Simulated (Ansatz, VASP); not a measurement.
# MgO: VASP beside Ansatz

File INCAR:

```
SYSTEM = MgO
  PREC = Accurate
  ENCUT = 520
  EDIFF = 1E-7
  ISMEAR = 0
  SIGMA = 0.05
  LREAL = .FALSE.
  LASPH = .TRUE.
  NELM = 60
  ALGO = Normal
  ISIF = 2
  LWAVE = .FALSE.
  LCHARG = .TRUE.
  GGA = PE
  LELF = .TRUE.
  LVHAR = .TRUE.
  NBANDS = 26
```

The input KPOINTS:

```
regular mesh
0
G
  9 9 2
  0 0 0
```

Contents of POSCAR:

```
MgO
1.0
    3.2803754002      0.0000000000      0.0000000000
   -1.6401877001      2.8408884305      0.0000000000
    0.0000000000      0.0000000000     10.5147056238
Mg O
4 4
Direct
    0.3333333333      0.6666666667      0.9694791811
    0.0000000000      0.0000000000      0.2208070585
    0.0000000000      0.0000000000      0.7208070585
    0.6666666667      0.3333333333      0.4694791811
    0.3333333333      0.6666666667      0.7800540723
   -0.0670654950      0.0000000000      0.5505809455
    0.0000000000      0.0000000000      0.0296578681
    0.6666666667      0.3333333333      0.2800540723
```

Input for Ansatz:

```yaml
crystal:
  lattice:
    - [3.2803754002, 0.0, 0.0]
    - [-1.6401877001, 2.8408884305, 0.0]
    - [0.0, 0.0, 10.5147056238]
  atoms:
    - { symbol: Mg, position: [0.3333333333, 0.6666666667, 0.9694791811] }
    - { symbol: Mg, position: [0.0, 0.0, 0.2208070585] }
    - { symbol: Mg, position: [0.0, 0.0, 0.7208070585] }
    - { symbol: Mg, position: [0.6666666667, 0.3333333333, 0.4694791811] }
    - { symbol: O, position: [0.3333333333, 0.6666666667, 0.7800540723] }
    - { symbol: O, position: [-0.067065495, 0.0, 0.5505809455] }
    - { symbol: O, position: [0.0, 0.0, 0.0296578681] }
    - { symbol: O, position: [0.6666666667, 0.3333333333, 0.2800540723] }
basis:
  ecutwfc: 420
kpoints:
  mp_grid: { grid: [9, 9, 2] }
hamiltonian:
  xc: pbe
  pseudopotentials: { kind: paw, azcp: { folder: soft_1 } }
scf:
  occupations: { method: gaussian, width: 0.05 }
output:
  forces: true
  stress: true
  eigenvalues: true
  write_density: true
  write_potential: true
  elf: true
  volumetric_format: npy
```

Alike in both runs: task single point; functional PBE; k mesh 9 × 9 × 2; occupations gaussian, width 0.05 eV; no spin polarisation.

```csv
,VASP,Ansatz
version,VASP 6.6.1,Ansatz 0.2.0
potentials or method,"VASP PAW PBE potentials, release 64 (Mg, O), cutoff 520 eV","scalar-relativistic, plane waves, PAW"
valence electrons in the cell,32,64
```

|  | VASP | Ansatz | Ansatz less VASP |
| --- | --- | --- | --- |
| gap on the k mesh at the Fermi level (eV) | 2.74 | 2.76 | +0.026 |
| least direct gap on the mesh (eV) | 2.74 | 2.76 | +0.026 |
| pressure (GPa) | 1.3 | 1.7 | +0.38 |
| traceless stress, the component that is largest in VASP (GPa) | 3.84 | 3.76 | -0.088 |
| rms of the force components (eV/Å) | 0.990 | 0.977 | -0.0124 |

Atom by atom the forces differ by 0.013 eV/Å (rms over components). VASP's potentials hold 32 valence electrons a cell and Ansatz's 64, so a difference there can come from the potentials and not from the codes.
